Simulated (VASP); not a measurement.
# BN (I-4m2) in VASP: further runs

BN is run at these levels: r2SCAN; tasks: single point.

Everything below comes from runs of VASP 6.6.1. Logs are shortened: lines on timing, memory, paths and dates and some standing lists are left out, and cuts for length are marked.

### Step 1. The cell of the first run

The structure is tetragonal, space group I-4m2 (No. 119). The conventional cell has a = 2.484 Å, b = 2.484 Å, c = 3.864 Å, α = 90.00°, β = 90.00°, γ = 90.00°. Within 2.1 Å of B (site symmetry -4m2) lie 4 N at 1.57 Å. N (site symmetry -4m2) has 4 B at 1.57 Å within 2.1 Å.

### Step 2. Single point, r2SCAN

Contents of POSCAR:

```
BN
1.0
    0.0000000000      1.7563072008      1.9319379209
    1.7563072008      0.0000000000      1.9319379209
    1.7563072008      1.7563072008      0.0000000000
B N
1 1
Direct
    0.0000000000      0.0000000000      0.0000000000
    0.7500000000      0.7500000000      0.7500000000
```

Contents of INCAR.step1:

```
PREC     = Accurate       # precision mode
ENCUT    = 520            # plane-wave cutoff, eV
ISMEAR   = 0              # smearing method
SIGMA    = 0.05           # smearing width, eV
LREAL    = F              # projectors in reciprocal space
LASPH    = T              # aspherical terms in the spheres
NELM     = 60             # most SCF steps
NBANDS   = 11             # bands
GGA      = PE             # functional
ALGO     = Normal         # electronic algorithm
EDIFF    = 1E-4           # SCF threshold, eV
LWAVE    = T              # write WAVECAR
LCHARG   = F              # write CHGCAR
```

Contents of INCAR.step2:

```
PREC     = Accurate       # precision mode
ENCUT    = 520            # plane-wave cutoff, eV
EDIFF    = 1E-6           # SCF threshold, eV
ISMEAR   = 0              # smearing method
SIGMA    = 0.05           # smearing width, eV
LREAL    = F              # projectors in reciprocal space
LASPH    = T              # aspherical terms in the spheres
NELM     = 60             # most SCF steps
ALGO     = Normal         # electronic algorithm
ISIF     = 2              # what is computed and relaxed
LWAVE    = F              # write WAVECAR
LCHARG   = T              # write CHGCAR
METAGGA  = R2SCAN         # meta-GGA
LMIXTAU  = T            
LELF     = T              # ELF
LVHAR    = T            
NBANDS   = 11             # bands
ISTART   = 1
```

Contents of KPOINTS:

```
regular mesh
0
Gamma
  12 12 12
```

Potentials or basis: VASP PAW PBE potentials, release 64 (B, N).

Started as:

```sh
$ cat potpaw_PBE.64/B/POTCAR potpaw_PBE.64/N/POTCAR > POTCAR
$ cp INCAR.step1 INCAR
$ mpirun -np 1 vasp_std > vasp.out
$ cp INCAR.step2 INCAR
$ mpirun -np 1 vasp_std > vasp.out
```

OUTCAR:

```text
PREC = Accurate
   ENCUT = 520
   EDIFF = 1E-6
   ISMEAR = 0
   LREAL = F
   LASPH = T
   NELM = 60
   ISIF = 2
   METAGGA = R2SCAN
   ISTART = 1

 ion  position               nearest neighbor table
   1  0.000  0.000  0.000-   2 1.57   2 1.57   2 1.57   2 1.57
   2  0.750  0.750  0.750-   1 1.57   1 1.57   1 1.57   1 1.57

  LATTYP: Found a body centered tetragonal cell.
 ALAT       =     2.4837934631
 C/A-ratio  =     1.5556349186

  Lattice vectors:

 A1 = (  -1.7563072008,   0.0000000000,   1.9319379209)
 A2 = (   1.7563072008,   0.0000000000,   1.9319379209)
 A3 = (   0.0000000000,   1.7563072008,  -1.9319379209)

Analysis of symmetry for initial positions (statically):
=====================================================================
 Subroutine PRICEL returns:
 Original cell was already a primitive cell.

 Routine SETGRP: Setting up the symmetry group for a
 body centered tetragonal supercell.

 Subroutine GETGRP returns: Found  8 space group operations
 (whereof  8 operations were pure point group operations)
 out of a pool of 16 trial point group operations.

The static configuration has the point symmetry D_2d.

Analysis of symmetry for dynamics (positions and initial velocities):
=====================================================================
 Subroutine PRICEL returns:
 Original cell was already a primitive cell.

 Routine SETGRP: Setting up the symmetry group for a
 body centered tetragonal supercell.

 Subroutine GETGRP returns: Found  8 space group operations
 (whereof  8 operations were pure point group operations)
 out of a pool of 16 trial point group operations.

The dynamic configuration has the point symmetry D_2d.

 Subroutine INISYM returns: Found  8 space group operations
 (whereof  8 operations are pure point group operations),
 and found     1 'primitive' translations

----------------------------------------------------------------------------------------

                                     Primitive cell

  volume of cell :      11.9186

  direct lattice vectors                    reciprocal lattice vectors
     0.000000000  1.756307201  1.931937921    -0.284688237  0.284688237  0.258807488
     1.756307201  0.000000000  1.931937921     0.284688237 -0.284688237  0.258807488
     1.756307201  1.756307201  0.000000000     0.284688237  0.284688237 -0.258807488

  length of vectors
     2.610938359  2.610938359  2.483793463     0.478618951  0.478618951  0.478618951

  position of ions in fractional coordinates (direct lattice)
[... 87 lines left out ...]
   POTIM  = 0.5000    time-step for ionic-motion
   TEBEG  =    0.0;   TEEND  =   0.0 temperature during run
   PSTRESS=    0.0 pullay stress
   NELECT =       8.0000    total number of electrons
   NUPDOWN=      -1.0000    fix difference up-down
   EMIN   =  10.00;   EMAX   =-10.00  energy-range for DOS
   EFERMI =   0.00;   METHOD = LEGACY
   ISMEAR =     0;   SIGMA  =   0.05  broadening in eV -4-tet -1-fermi 0-gaus
   EFERMI_NEDOS =   21; number of points for ismear=-14 and -15
   IALGO  =     38    algorithm
   IMIX   =      4    mixing-type and parameters
     AMIX     =   0.40;   BMIX     =  1.00
     AMIX_MAG =   1.60;   BMIX_MAG =  1.00
  volume/ion in A,a.u.               =       5.96        40.22
  Fermi-wavevector in a.u.,A,eV,Ry     =   1.433387  2.708709 27.954506  2.054598
  Thomas-Fermi vector in A             =   2.552911
   LORBIT       =      0    0 simple, 1 ext, 2 COOP (PROOUT), +10 PAW based schemes
   METAGGA = R2SCAN    functional components
   LHFCALC =     F    Hartree Fock is set to
   AEXX    =    0.0000 exact exchange contribution
   IVDW    =     0    specifies the selected vdW correction
   LEPSILON=     F    determine dielectric tensor
   LRPA    =     F    only Hartree local field effects (RPA)
 non-spin polarized calculation
 Gauss-broadening in eV      SIGMA  =   0.05
  energy-cutoff  :      520.00
  volume of cell :       11.92
 maximum number of plane-waves:       344
   NGX =  9   NGY =  9   NGZ =  9

 number of electron       8.0000000 magnetization

 Free energy of the ion-electron system (eV)
  ---------------------------------------------------
  ext. energy  EPLUGINS =         0.00000000
  ---------------------------------------------------
  free energy    TOTEN  =       -19.01378383 eV

  energy without entropy =      -19.01378383  energy(sigma->0) =      -19.01378383

 E-fermi :   7.7318     XC(G=0): -13.6058

 val. band max:        7.5233252586   @ k =   0.0000   0.0000   0.0000
 cond. band min:      11.6129298340   @ k =   0.5000   0.0000   0.5000
 fundamental gap:      4.0896045754
 Fermi energy:         7.7317887549

 k-point     1 :       0.0000    0.0000    0.0000
  band No.  band energies     occupation
      1     -14.0314      2.00000
      2       6.4058      2.00000
      3       7.5233      2.00000
      4       7.5233      2.00000
      5      16.4854      0.00000
      6      16.4855      0.00000
      7      17.1773      0.00000
      8      17.9586      0.00000
      9      32.4921      0.00000
     10      33.1768      0.00000
     11      33.9038      0.00000
[... 309 lines left out ...]
 k-point    24 :      -0.4167    0.1667    0.0000
  band No.  band energies     occupation
      1      -9.3843      2.00000
      2      -3.2155      2.00000
      3       2.0567      2.00000
      4       5.4026      2.00000
      5      17.8963      0.00000
      6      19.4143      0.00000
      7      20.4943      0.00000
      8      23.6797      0.00000
      9      30.2667      0.00000
     10      33.8305      0.00000
     11      34.7453      0.00000

 [... further k-points ...]

------------------------ aborting loop because EDIFF is reached ----------------------------------------

  FORCE on cell =-STRESS in cart. coord.  units (eV):
  Direction    XX          YY          ZZ          XY          YZ          ZX
  --------------------------------------------------------------------------------------
  -------------------------------------------------------------------------------------
  Total        1.4129256      1.4129256     -3.7235121      0.0000000      0.0000000      0.0000000
  in kB      189.9353266    189.9353266   -500.5405057      0.0000000      0.0000000      0.0000000
  external PRESSURE =     -40.2232842 kB  Pullay stress =       0.0000000 kB

 VOLUME and BASIS-vectors are now :
 -----------------------------------------------------------------------------
  energy-cutoff  :      520.00
  volume of cell :       11.92
      direct lattice vectors                 reciprocal lattice vectors
     0.000000000  1.756307201  1.931937921    -0.284688237  0.284688237  0.258807488
     1.756307201  0.000000000  1.931937921     0.284688237 -0.284688237  0.258807488
     1.756307201  1.756307201  0.000000000     0.284688237  0.284688237 -0.258807488

 POSITION                                       TOTAL-FORCE (eV/Angst)
 -----------------------------------------------------------------------------------
      0.00000      0.00000      0.00000        -0.000000     -0.000000      0.000000
      2.63446      2.63446      2.89791         0.000000      0.000000     -0.000000
 -----------------------------------------------------------------------------------
    total drift:                               -0.000027     -0.000027      0.000057

  FREE ENERGIE OF THE ION-ELECTRON SYSTEM (eV)
  ---------------------------------------------------
  free  energy   TOTEN  =       -19.0137838335 eV

  energy  without entropy=      -19.0137838335  energy(sigma->0) =      -19.01378383
```

Run time: 51 s. Hardware: 1 thread of Intel Xeon Platinum 8488C (Sapphire Rapids), shared host; peak memory 0.13 GiB.

What came out:

| Quantity | Value |
| --- | --- |
| Free energy | -19.0138 eV |
| Pressure | -4.0 GPa |
| Band gap on the k mesh | 4.09 eV, indirect (least direct gap 8.89 eV) |

Levels at points of the mesh, in eV from the valence-band top:
| k point | band 2 | band 3 | band 4 | band 5 | band 6 | band 7 |
| --- | --- | --- | --- | --- | --- | --- |
| (0.00, 0.00, 0.00) | -1.12 | 0.00 | 0.00 | 8.96 | 8.96 | 9.65 |
| (0.50, 0.00, 0.00) | -11.35 | -3.16 | -1.54 | 8.64 | 11.59 | 12.16 |
| (0.50, 0.50, 0.00) | -10.53 | -4.48 | -4.48 | 5.81 | 10.94 | 18.47 |
| (0.50, 0.00, 0.50) | -9.15 | -5.81 | -5.78 | 4.09 | 8.68 | 17.69 |

Caveat: the PAW data sets were made with another functional, which shifts forces and pressure a little.

(Part 1 of 2 ends here.)
